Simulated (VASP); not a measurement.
Set up this calculation in VASP 6.6.1, as the native input.

```
Task                   : relaxation of cell and atoms
Functional             : PBEsol
Potentials or basis    : VASP PAW PBE potentials, release 64 (B, O)
Cutoff                 : 600 eV
k mesh                 : 18 × 18 × 4
Occupations            : gaussian, width 0.1 eV
Spin                   : no spin polarisation
Dipole correction      : no
Further INCAR settings : ALGO = Normal; EDIFF = 1e-06; IBRION = 2; EDIFFG = -0.005; NSW = 100; ISIF = 3
```

The structure of B2O lies in POSCAR:

```
B2O
1.0
    2.5301507983      0.0000000000      0.0000000000
   -1.2650753992      2.1911748667      0.0000000000
    0.0000000000      0.0000000000      9.8953990399
B O
4 2
Direct
    0.0000000000      0.0000000000      0.4116987770
    0.0000000000      0.0000000000      0.5883012230
    0.6666666667      0.3333333333      0.0301344010
    0.3333333333      0.6666666667      0.9698655990
    0.6666666667      0.3333333333      0.3557476765
    0.3333333333      0.6666666667      0.6442523235
```

The input as run:

INCAR

```
SYSTEM = B2O
PREC = Accurate
ENCUT = 600
EDIFF = 1E-6
ISMEAR = 0
SIGMA = 0.1
LREAL = .False.
LASPH = .True.
NELM = 80
ALGO = Normal
ISIF = 3
LWAVE = .False.
LCHARG = .False.
GGA = PS
IBRION = 2
NSW = 100
EDIFFG = -0.005
```

KPOINTS

```
Automatic mesh
0
Gamma
  18 18 4
  0 0 0
```

Potentials or basis: VASP PAW PBE potentials, release 64 (B, O).

Command:

```sh
$ cat potpaw_PBE.64/B/POTCAR potpaw_PBE.64/O/POTCAR > POTCAR
$ mpirun -np 1 vasp_std > vasp.out
```

It gave:

| Property | Result |
| --- | --- |
| Relaxed volume | 9.22 Å³/atom |
| Relaxed cell | a = 2.525 Å, b = 2.525 Å, c = 10.022 Å, α = 90.00°, β = 90.00°, γ = 120.00° |
| Space group after relaxing (to 0.1 Å) | P-3m1 (No. 164) |
| Energy gained by relaxing | 0.4 meV/atom |
| Ionic steps | 31 |
| Pressure after relaxing | 0.0 GPa |
| Largest force after relaxing | 0.003 eV/Å |
| Band gap on the k mesh | zero (bands 12 and 13 overlap by 3.46 eV) |

Caveat: the PAW data sets were made with another functional, which shifts forces and pressure a little; this functional lacks dispersion, which binds layers or chains, so the pressure and a relaxed spacing across them are unreliable.

Run time: 15 min on 1 thread of AMD EPYC 9R45 96-Core Processor (Zen 5), with other jobs on the host, peak memory 0.23 GiB.
